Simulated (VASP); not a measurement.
Wanted: the native input for a VASP 6.6.1 run.

| Item | Value |
| --- | --- |
| Task | relaxation of cell and atoms |
| Functional | PBEsol |
| Potentials or basis | VASP PAW PBE potentials, release 64 (Hf_pv) |
| Cutoff | 600 eV |
| k mesh | 10 × 10 × 10 |
| Occupations | fermi-dirac, width 0.05 eV |
| Spin | no spin polarisation |
| Target pressure | 10 GPa |
| Dipole correction | no |
| Further INCAR settings | ALGO = Normal; EDIFF = 1e-06; IBRION = 2; EDIFFG = -0.01; NSW = 60; ISIF = 3 |

The structure of Hf lies in POSCAR:

```
Hf
1.0
   -1.8050000000      1.8050000000      1.8050000000
    1.8050000000     -1.8050000000      1.8050000000
    1.8050000000      1.8050000000     -1.8050000000
Hf
1
Direct
    0.0000000000      0.0000000000      0.0000000000
```

One way to write it, as run:

INCAR

```
SYSTEM = Hf
PREC = Accurate
ENCUT = 600
EDIFF = 1E-6
ISMEAR = -1
SIGMA = 0.05
LREAL = .FALSE.
LASPH = .TRUE.
NELM = 80
ALGO = Normal
ISIF = 3
LWAVE = .FALSE.
LCHARG = .FALSE.
GGA = PS
IBRION = 2
NSW = 60
EDIFFG = -0.01
PSTRESS = 100.0
```

KPOINTS

```
regular mesh
0
G
  10 10 10
  0 0 0
```

Potentials or basis: VASP PAW PBE potentials, release 64 (Hf_pv).

Run with:

```sh
$ cat potpaw_PBE.64/Hf_pv/POTCAR > POTCAR
$ mpirun -np 1 vasp_std > vasp.out
```

Results of the run:

| Item | Value |
| --- | --- |
| Relaxed volume | 19.55 Å³/atom |
| Relaxed cell | a = 2.939 Å, b = 2.939 Å, c = 2.939 Å, α = 109.47°, β = 109.47°, γ = 109.47° |
| Space group after relaxing (to 0.05 Å) | Im-3m (No. 229) |
| Energy change on relaxing (the enthalpy is what falls) | -19.9 meV/atom |
| Ionic steps | 7 |
| Pressure after relaxing | 10.0 GPa |
| Band gap on the k mesh | zero (band 5 reaches 6.96 eV, above the bottom of band 6 at 4.48 eV) |

Caveat: the cell is relaxed towards a set pressure, so the enthalpy falls and the energy may rise; the volume moved by over 15 % at a fixed basis, so the end points are rough; the PAW data sets were made with another functional, which shifts forces and pressure a little; spin-orbit coupling is left out, which moves the levels of the heavy elements.

Wall time 60 s on 1 thread of AMD EPYC 7R43 64-Core Processor (Zen 3), on a shared host, peak memory 0.14 GiB.
